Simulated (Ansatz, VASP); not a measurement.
# One calculation of AgRh, two programs

File INCAR:

```
AGGAC = 1.0 ; AGGAX = 1.0
ALDAC = 0.0 ; ALDAX = 1.0
ALGO = Normal ; EDIFF = 1E-6
ENCUT = 520 ; GGA = B5
ISIF = 2 ; ISMEAR = 1
LASPH = True ; LCHARG = False
LREAL = False ; LWAVE = False
NBANDS = 20 ; NELM = 80
PREC = Accurate ; SIGMA = 0.1
```

The input KPOINTS:

```
k-points
0
Gamma
  11 11 6
```

File POSCAR:

```
AgRh
1.0
    2.7775881998      0.0000000000      0.0000000000
   -1.3887940999      2.4054619423      0.0000000000
    0.0000000000      0.0000000000      4.8086020000
Ag Rh
1 1
Direct
    0.0000000000      0.0000000000      0.5000000000
    0.6666666667      0.3333333333      0.0000000000
```

The input input.yaml:

```yaml
crystal:
  lattice:
    - [2.7775881998, 0.0, 0.0]
    - [-1.3887940999, 2.4054619423, 0.0]
    - [0.0, 0.0, 4.808602]
  atoms:
    - { symbol: Ag, position: [0.0, 0.0, 0.5] }
    - { symbol: Rh, position: [0.6666666667, 0.3333333333, 0.0] }
kpoints:
  mp_grid: { grid: [11, 11, 6] }
scf:
  occupations: { method: methfessel_paxton, width: 0.1 }
hamiltonian:
  xc: blyp
  pseudopotentials: { kind: all_electron, lapw: { basis_error: 0.001 } }
output:
  forces: true
  stress: true
  eigenvalues: true
```

Alike in both runs: task single point; functional BLYP; k mesh 11 × 11 × 6; occupations methfessel-paxton of order 1, width 0.1 eV; no spin polarisation.

|  | VASP | Ansatz |
| --- | --- | --- |
| version | VASP 6.6.1 | Ansatz 0.2.0 |
| potentials or method | VASP PAW PBE potentials, release 64 (Ag, Rh_pv), cutoff 520 eV | all-electron LAPW, scalar-relativistic |

VASP gave:

| Quantity | Value |
| --- | --- |
| gap on the k mesh at the Fermi level (eV) | none |
| pressure (GPa) | 7.1 |
| traceless stress, the component that is largest in VASP (GPa) | -0.51 |

Estimate Ansatz's values.

gap on the k mesh at the Fermi level (eV): none; pressure (GPa): 6.8; traceless stress, the component that is largest in VASP (GPa): -0.46.

VASP's potentials were made for PBE, not for BLYP. A gap of «none» marks a metal or a gap that the smearing closes. Ansatz ran all-electron here, and VASP with PAW potentials.
